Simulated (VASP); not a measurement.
# Mg (Fd-3m) in VASP: notebook

The runs below take Mg through single point, with r2SCAN.

All numbers are computed with VASP 6.6.1; they aren't measurements. Logs are shortened: lines on timing, memory, paths and dates and some standing lists are left out, and cuts for length are marked.

### 1 The cell of the first run

It takes space group Fd-3m (No. 227, cubic). The conventional cell has a = 6.954 Å, b = 6.954 Å, c = 6.954 Å, α = 90.00°, β = 90.00°, γ = 90.00°. Mg (site symmetry -43m) has 4 Mg at 3.01 Å within 4.0 Å.

### 2 Single point, r2SCAN (volume scaled by 1.04)

The input, POSCAR:

```
Mg
1.0
    0.0000000000      3.4767687496      3.4767687496
    3.4767687496      0.0000000000      3.4767687496
    3.4767687496      3.4767687496      0.0000000000
Mg
2
Direct
    0.1250000000      0.1250000000      0.1250000000
    0.8750000000      0.8750000000      0.8750000000
```

The input, INCAR.step1:

```
PREC = Accurate ; ENCUT = 520
ISMEAR = -1 ; SIGMA = 0.1
LREAL = False ; LASPH = True
NELM = 80 ; NBANDS = 9
GGA = PE ; ALGO = Normal
EDIFF = 1E-4 ; LWAVE = True
LCHARG = False
```

The input, INCAR.step2:

```
PREC = Accurate ; ENCUT = 520
EDIFF = 1E-7 ; ISMEAR = -1
SIGMA = 0.1 ; LREAL = False
LASPH = True ; NELM = 80
ALGO = Normal ; ISIF = 2
LWAVE = False ; LCHARG = False
METAGGA = R2SCAN ; LMIXTAU = True
NBANDS = 9 ; ISTART = 1
```

The input, KPOINTS:

```
Automatic mesh
0
Gamma
  9 9 9
```

Potentials or basis: VASP PAW PBE potentials, release 64 (Mg).

Started as:

```console
> cat potpaw_PBE.64/Mg/POTCAR > POTCAR
> cp INCAR.step1 INCAR
> mpirun -np 1 vasp_std > vasp.out
> cp INCAR.step2 INCAR
> mpirun -np 1 vasp_std > vasp.out
```

OUTCAR:

```text
PREC = Accurate
   ENCUT = 520
   EDIFF = 1E-7
   ISMEAR = -1
   LREAL = False
   LASPH = True
   NELM = 80
   ISIF = 2
   METAGGA = R2SCAN
   ISTART = 1

 ion  position               nearest neighbor table
   1  0.125  0.125  0.125-   2 3.01   2 3.01   2 3.01   2 3.01
   2  0.875  0.875  0.875-   1 3.01   1 3.01   1 3.01   1 3.01

  LATTYP: Found a face centered cubic cell.
 ALAT       =     6.9535374992

  Lattice vectors:

 A1 = (   0.0000000000,   3.4767687496,   3.4767687496)
 A2 = (   3.4767687496,   0.0000000000,   3.4767687496)
 A3 = (   3.4767687496,   3.4767687496,   0.0000000000)

Analysis of symmetry for initial positions (statically):
=====================================================================
 Subroutine PRICEL returns:
 Original cell was already a primitive cell.

 Routine SETGRP: Setting up the symmetry group for a
 face centered cubic supercell.

 Subroutine GETGRP returns: Found 48 space group operations
 (whereof 12 operations were pure point group operations)
 out of a pool of 48 trial point group operations.

The static configuration has the point symmetry D_3d.
 The point group associated with its full space group is O_h .

Analysis of symmetry for dynamics (positions and initial velocities):
=====================================================================
 Subroutine PRICEL returns:
 Original cell was already a primitive cell.

 Routine SETGRP: Setting up the symmetry group for a
 face centered cubic supercell.

 Subroutine GETGRP returns: Found 48 space group operations
 (whereof 12 operations were pure point group operations)
 out of a pool of 48 trial point group operations.

The dynamic configuration has the point symmetry D_3d.
 The point group associated with its full space group is O_h .

 Subroutine INISYM returns: Found 48 space group operations
 (whereof 12 operations are pure point group operations),
 and found     1 'primitive' translations

----------------------------------------------------------------------------------------

                                     Primitive cell

  volume of cell :      84.0538

  direct lattice vectors                    reciprocal lattice vectors
     0.000000000  3.476768750  3.476768750    -0.143811693  0.143811693  0.143811693
     3.476768750  0.000000000  3.476768750     0.143811693 -0.143811693  0.143811693
     3.476768750  3.476768750  0.000000000     0.143811693  0.143811693 -0.143811693

  length of vectors
     4.916893519  4.916893519  4.916893519     0.249089159  0.249089159  0.249089159

  position of ions in fractional coordinates (direct lattice)
     0.125000000  0.125000000  0.125000000
     0.875000000  0.875000000  0.875000000

  ion indices of the primitive-cell ions
   primitive index   ion index
                 1           1
                 2           2

----------------------------------------------------------------------------------------

 KPOINTS: Automatic mesh

Automatic generation of k-mesh.
 Grid dimensions read from file:
 generate k-points for:    9    9    9

 Generating k-lattice:

  Cartesian coordinates                     Fractional coordinates (reciprocal lattice)
    -0.015979077  0.015979077  0.015979077     0.111111111  0.000000000  0.000000000
     0.015979077 -0.015979077  0.015979077     0.000000000  0.111111111  0.000000000
     0.015979077  0.015979077 -0.015979077     0.000000000  0.000000000  0.111111111

  Length of vectors
     0.027676573  0.027676573  0.027676573

  Shift w.r.t. Gamma in fractional coordinates (k-lattice)
     0.000000000  0.000000000  0.000000000

 Subroutine IBZKPT returns following result:
 ===========================================

 Found     35 irreducible k-points:

 Following reciprocal coordinates:
            Coordinates               Weight
  0.000000  0.000000  0.000000      1.000000
  0.111111  0.000000  0.000000      8.000000
  0.222222  0.000000  0.000000      8.000000
  0.333333  0.000000  0.000000      8.000000
  0.444444  0.000000  0.000000      8.000000
  0.111111  0.111111  0.000000      6.000000
[... 16 lines left out ...]
 -0.333333  0.333333  0.000000     12.000000
  0.444444  0.444444  0.000000      6.000000
 [... further k-points ...]
   k-points           NKPTS =     35   k-points in BZ     NKDIM =     35   number of bands    NBANDS=      9
   number of dos      NEDOS =    301   number of ions     NIONS =      2
   total plane-waves  NPLWV =  64000
   dimension x,y,z NGX =    40 NGY =   40 NGZ =   40
   dimension x,y,z NGXF=    80 NGYF=   80 NGZF=   80
   ions per type =               2
   NGX,Y,Z   is equivalent  to a cutoff of  13.52, 13.52, 13.52 a.u.
   NGXF,Y,Z  is equivalent  to a cutoff of  27.05, 27.05, 27.05 a.u.
 SYSTEM =  unknown system
   PREC   = accura    normal or accurate (medium, high low for compatibility)
   ISTART =      1    job   : 0-new  1-cont  2-samecut
   ICHARG =      0    charge: 1-file 2-atom 10-const
   ISPIN  =      1    spin polarized calculation?
   LNONCOLLINEAR =      F non collinear calculations
   LSORBIT =      F    spin-orbit coupling
   LASPH  =      T    aspherical Exc in radial PAW
   ENCUT  =  520.0 eV  38.22 Ry    6.18 a.u.   9.14  9.14  9.14*2*pi/ulx,y,z
   NELM   =     80;   NELMIN=  2; NELMDL=  0     # of ELM steps
   EDIFF  = 0.1E-06   stopping-criterion for ELM
   LREAL  =      F    real-space projection
   EDIFFG = 0.1E-05   stopping-criterion for IOM
   NSW    =      0    number of steps for IOM
   IBRION =     -1    ionic relax: 0-MD 1-quasi-New 2-CG
   NFREE  =      0    steps in history (QN), initial steepest desc. (CG)
   ISIF   =      2    stress and relaxation
   ISYM   =      2    0-nonsym 1-usesym 2-fastsym
   POTIM  = 0.5000    time-step for ionic-motion
   TEBEG  =    0.0;   TEEND  =   0.0 temperature during run
   PSTRESS=    0.0 pullay stress
   NELECT =       4.0000    total number of electrons
   NUPDOWN=      -1.0000    fix difference up-down
   EMIN   =  10.00;   EMAX   =-10.00  energy-range for DOS
   EFERMI =   0.00;   METHOD = LEGACY
   ISMEAR =    -1;   SIGMA  =   0.10  broadening in eV -4-tet -1-fermi 0-gaus
   EFERMI_NEDOS =   21; number of points for ismear=-14 and -15
   IALGO  =     38    algorithm
   IMIX   =      4    mixing-type and parameters
     AMIX     =   0.40;   BMIX     =  1.00
     AMIX_MAG =   1.60;   BMIX_MAG =  1.00
  volume/ion in A,a.u.               =      42.03       283.61
  Fermi-wavevector in a.u.,A,eV,Ry     =   0.593256  1.121092  4.788612  0.351953
  Thomas-Fermi vector in A             =   1.642385
   LORBIT       =      0    0 simple, 1 ext, 2 COOP (PROOUT), +10 PAW based schemes
   METAGGA = R2SCAN    functional components
   LHFCALC =     F    Hartree Fock is set to
   AEXX    =    0.0000 exact exchange contribution
   IVDW    =     0    specifies the selected vdW correction
   LEPSILON=     F    determine dielectric tensor
   LRPA    =     F    only Hartree local field effects (RPA)
 non-spin polarized calculation
  energy-cutoff  :      520.00
  volume of cell :       84.05
 maximum number of plane-waves:      2285
 NGX is ok and might be reduce to    40
   NGX = 19   NGY = 19   NGZ = 19

 number of electron       4.0000000 magnetization

 Free energy of the ion-electron system (eV)
  ---------------------------------------------------
  ext. energy  EPLUGINS =         0.00000000
  ---------------------------------------------------
  free energy    TOTEN  =        -6.54034353 eV

  energy without entropy =       -6.50106211  energy(sigma->0) =       -6.52070282

 E-fermi :  -0.0263     XC(G=0):  -6.8863

 val. band max:       -0.0899723315   @ k =   0.3333   0.3333   0.0000
 cond. band min:       0.1323710321   @ k =  -0.4444   0.3333   0.1111
 fundamental gap:      0.2223433636
 Fermi energy:        -0.0262686467

 k-point     1 :       0.0000    0.0000    0.0000
  band No.  band energies     occupation
      1      -5.1583      2.00000
      2       3.2554      0.00000
      3       3.2554      0.00000
      4       3.2554      0.00000
      5       4.3513      0.00000
      6       4.3513      0.00000
      7       4.3513      0.00000
      8       6.1154      0.00000
      9       7.3659      0.00000

 k-point     2 :       0.1111    0.0000    0.0000
  band No.  band energies     occupation
      1      -5.0432      2.00000
      2       2.1952      0.00000
      3       3.0197      0.00000
      4       3.0197      0.00000
      5       4.5707      0.00000
      6       4.6738      0.00000
      7       4.6738      0.00000
      8       6.6876      0.00000
      9       6.9979      0.00000

 k-point     3 :       0.2222    0.0000    0.0000
  band No.  band energies     occupation
      1      -4.7021      2.00000
      2       0.6772      0.00176
      3       2.6819      0.00000
      4       2.6819      0.00000
      5       4.4098      0.00000
      6       4.9859      0.00000
      7       4.9859      0.00000
      8       6.8556      0.00000
      9       6.8556      0.00000

 k-point     4 :       0.3333    0.0000    0.0000
  band No.  band energies     occupation
      1      -4.1562      2.00000
      2      -0.7134      1.99793
      3       2.4488      0.00000
      4       2.4488      0.00000
      5       4.2115      0.00000
      6       4.7872      0.00000
      7       4.7872      0.00000
      8       7.1616      0.00000
      9       7.6858      0.00000

 k-point     5 :       0.4444    0.0000    0.0000
  band No.  band energies     occupation
      1      -3.5221      2.00000
      2      -1.7802      2.00000
      3       2.3377      0.00000
      4       2.3377      0.00000
      5       4.1052      0.00000
      6       4.5667      0.00000
      7       4.5667      0.00000
      8       6.8671      0.00000
      9       9.0066      0.00000

 k-point     6 :       0.1111    0.1111    0.0000
  band No.  band energies     occupation
      1      -5.0046      2.00000
      2       2.5899      0.00000
      3       2.5899      0.00000
      4       2.5955      0.00000
      5       3.9536      0.00000
      6       5.2143      0.00000
      7       5.2143      0.00000
      8       6.0258      0.00000
      9       7.0658      0.00000
[... 169 lines left out ...]
 k-point    21 :       0.4444    0.3333    0.0000
  band No.  band energies     occupation
      1      -3.2501      2.00000
      2      -0.8575      1.99951
      3       0.5736      0.00495
      4       1.1324      0.00002
      5       2.9057      0.00000
      6       3.6503      0.00000
      7       7.9085      0.00000
      8       8.1991      0.00000
      9      10.0602      0.00000

 k-point    22 :      -0.4444    0.3333    0.0000
  band No.  band energies     occupation
      1      -2.6168      2.00000
      2      -1.5514      2.00000
      3      -0.1903      1.67504
      4       1.2230      0.00001
      5       3.0002      0.00000
      6       4.9175      0.00000
      7       7.5075      0.00000
      8       8.0243      0.00000
      9       8.8951      0.00000

 k-point    23 :      -0.3333    0.3333    0.0000
  band No.  band energies     occupation
      1      -2.7160      2.00000
      2      -1.4454      2.00000
      3      -0.4845      1.97974
      4       1.5073      0.00000
      5       3.3100      0.00000
      6       6.3910      0.00000
      7       7.1064      0.00000
      8       7.3839      0.00000
      9       7.8046      0.00000

 k-point    24 :       0.4444    0.4444    0.0000
  band No.  band energies     occupation
      1      -2.7650      2.00000
      2      -1.5033      2.00000
      3       0.9609      0.00010
      4       0.9609      0.00010
      5       2.6240      0.00000
      6       2.7943      0.00000
      7       9.3970      0.00000
      8       9.3970      0.00000
      9      10.0011      0.00000

 [... further k-points ...]
[... 5 lines left out ...]
  --------------------------------------------------------------------------------------
  -------------------------------------------------------------------------------------
  Total       -0.2705190     -0.2705190     -0.2705190     -0.0000000     -0.0000000     -0.0000000
  in kB       -5.1564517     -5.1564517     -5.1564517     -0.0000000     -0.0000000     -0.0000000
  external PRESSURE =      -5.1564517 kB  Pullay stress =       0.0000000 kB

 VOLUME and BASIS-vectors are now :
 -----------------------------------------------------------------------------
  energy-cutoff  :      520.00
  volume of cell :       84.05
      direct lattice vectors                 reciprocal lattice vectors
     0.000000000  3.476768750  3.476768750    -0.143811693  0.143811693  0.143811693
     3.476768750  0.000000000  3.476768750     0.143811693 -0.143811693  0.143811693
     3.476768750  3.476768750  0.000000000     0.143811693  0.143811693 -0.143811693

 POSITION                                       TOTAL-FORCE (eV/Angst)
 -----------------------------------------------------------------------------------
      0.86919      0.86919      0.86919        -0.000000     -0.000000     -0.000000
      6.08435      6.08435      6.08435         0.000000      0.000000      0.000000
 -----------------------------------------------------------------------------------
    total drift:                                0.000000      0.000000     -0.000000

  FREE ENERGIE OF THE ION-ELECTRON SYSTEM (eV)
  ---------------------------------------------------
  free  energy   TOTEN  =        -6.5403435334 eV

  energy  without entropy=       -6.5010621073  energy(sigma->0) =       -6.52070282
```

Wall time 2.6 min (1 thread of AMD EPYC 7R43 (Zen 3), shared host); peak memory 0.21 GiB.

What came out:

| Property | Result |
| --- | --- |
| Free energy | -6.5403 eV |
| Pressure | -0.5 GPa |
| Band gap on the k mesh | zero (band 2 reaches 3.26 eV, above the bottom of band 3 at -0.48 eV) |

Caveat: the PAW data sets were made with another functional, which shifts forces and pressure a little.

### 3 Single point, r2SCAN (volume scaled by 1.08)

The input, POSCAR:

```
Mg
1.0
    0.0000000000      3.5207831531      3.5207831531
    3.5207831531      0.0000000000      3.5207831531
    3.5207831531      3.5207831531      0.0000000000
Mg
2
Direct
    0.1250000000      0.1250000000      0.1250000000
    0.8750000000      0.8750000000      0.8750000000
```

The input, INCAR.step1:

```
SYSTEM = Mg
  PREC = Accurate
  ENCUT = 520
  ISMEAR = -1
  SIGMA = 0.1
  LREAL = .False.
  LASPH = .True.
  NELM = 100
  NBANDS = 9
  GGA = PE
  ALGO = Normal
  EDIFF = 1E-4
  LWAVE = .True.
  LCHARG = .False.
```

The input, INCAR.step2:

```
SYSTEM = Mg
  PREC = Accurate
  ENCUT = 520
  EDIFF = 1E-6
  ISMEAR = -1
  SIGMA = 0.1
  LREAL = .False.
  LASPH = .True.
  NELM = 100
  ALGO = Normal
  ISIF = 2
  LWAVE = .False.
  LCHARG = .True.
  METAGGA = R2SCAN
  LMIXTAU = .True.
  LELF = .True.
  LVHAR = .True.
  NBANDS = 9
  ISTART = 1
```

The input, KPOINTS:

```
regular mesh
0
Gamma
  9 9 9
  0 0 0
```

Potentials or basis: VASP PAW PBE potentials, release 64 (Mg).

Started as:

```console
> cat potpaw_PBE.64/Mg/POTCAR > POTCAR
> cp INCAR.step1 INCAR
> mpirun -np 1 vasp_std > vasp.out
> cp INCAR.step2 INCAR
> mpirun -np 1 vasp_std > vasp.out
```

Wall time 2.2 min (1 thread of AMD EPYC 7R43 (Zen 3), shared host); peak memory 0.22 GiB.

The run converged. Its results:

- Free energy: -6.5264 eV
- Pressure: -0.9 GPa
- Band gap on the k mesh: zero (band 2 reaches 3.05 eV, above the bottom of band 3 at -0.55 eV)

Levels at points of the mesh, in eV from the Fermi level:
| k point | band 1 | band 2 | band 3 | band 4 | band 5 | band 6 |
| --- | --- | --- | --- | --- | --- | --- |
| (0.00, 0.00, 0.00) | -5.03 | 3.18 | 3.18 | 3.18 | 4.28 | 4.28 |

Caveat: the PAW data sets were made with another functional, which shifts forces and pressure a little.
